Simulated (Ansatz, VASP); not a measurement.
Two plane-wave programs on As

Contents of POSCAR:

```
As
1.0
    2.7036817444      0.0000000000      0.0000000000
    0.0000000000      2.7036817444      0.0000000000
    0.0000000000      0.0000000000      2.7036817444
As
1
Direct
    0.5000000000      0.5000000000      0.5000000000
```

Contents of INCAR.step1:

```
SYSTEM = As
PREC = Accurate
ENCUT = 600
EDIFF = 1E-5
ISMEAR = -1
SIGMA = 0.05
LREAL = .FALSE.
LASPH = .TRUE.
NELM = 100
ALGO = Normal
LWAVE = .TRUE.
LCHARG = .FALSE.
GGA = PE
NBANDS = 8
```

Contents of INCAR.step2:

```
SYSTEM = As
PREC = Accurate
ENCUT = 600
EDIFF = 1E-6
ISMEAR = -1
SIGMA = 0.05
LREAL = .FALSE.
LASPH = .TRUE.
NELM = 100
ALGO = Normal
ISIF = 3
LWAVE = .FALSE.
LCHARG = .FALSE.
GGA = PS
LHFCALC = .TRUE.
AEXX = 0.25
HFSCREEN = 0.207
PRECFOCK = Normal
IBRION = 2
NSW = 60
EDIFFG = -0.01
ISTART = 1
```

File KPOINTS:

```
regular mesh
0
G
  5 5 5
  0 0 0
```

input

```
crystal:
  lattice:
    - [2.7036817444, 0.0, 0.0]
    - [0.0, 2.7036817444, 0.0]
    - [0.0, 0.0, 2.7036817444]
  atoms:
    - { symbol: As, position: [0.5, 0.5, 0.5] }
hamiltonian:
  xc:
    exchange: hjs_pbesol
    correlation: pbesol
    exx: { coeff: 0.25, omega: 0.207 }
  pseudopotentials: { kind: paw }
kpoints:
  mp_grid: { grid: [5, 5, 5] }
scf:
  occupations: { method: fermi_dirac, width: 0.05 }
output:
  forces: true
  stress: true
  eigenvalues: true
  write_density: true
  write_potential: true
  elf: true
  volumetric_format: npy
relax:
  f_tol: 0.01
  max_steps: 40
  cell: { stress_tol: 0.05 }
```

Alike in both runs: task relaxation of cell and atoms; functional PBEsol-based screened hybrid; k mesh 5 × 5 × 5; occupations fermi-dirac, width 0.05 eV; no spin polarisation.

```csv
,VASP,Ansatz
version,VASP 6.6.1,Ansatz 0.2.0
potentials or method,"VASP PAW PBE potentials, release 64 (As)",Ansatz PAW
plane-wave cutoff (eV),600,420
valence electrons in the cell,5,15
```

Ansatz gave:

```
gap on the k mesh at the Fermi level, each at its own relaxed structure (eV) : none
relaxed volume (Å³/atom)                                                     : 19.15
relaxed cell length with the largest relative difference (Å)                 : 2.675
```

Which values does VASP return?

gap on the k mesh at the Fermi level, each at its own relaxed structure (eV): none; relaxed volume (Å³/atom): 19.06; relaxed cell length with the largest relative difference (Å): 2.671.

VASP's potentials were made for PBE, not for PBEsol-based screened hybrid. A gap of «none» marks a metal or a gap that the smearing closes. VASP's potentials hold 5 valence electrons a cell and Ansatz's 15, so a difference there can come from the potentials and not from the codes.

The k mesh is coarse, so the values compare programs but aren't converged. Noted on Ansatz's run: the plane-wave basis is chosen anew once the cell has moved, so the energies of steps on either side of that aren't comparable.
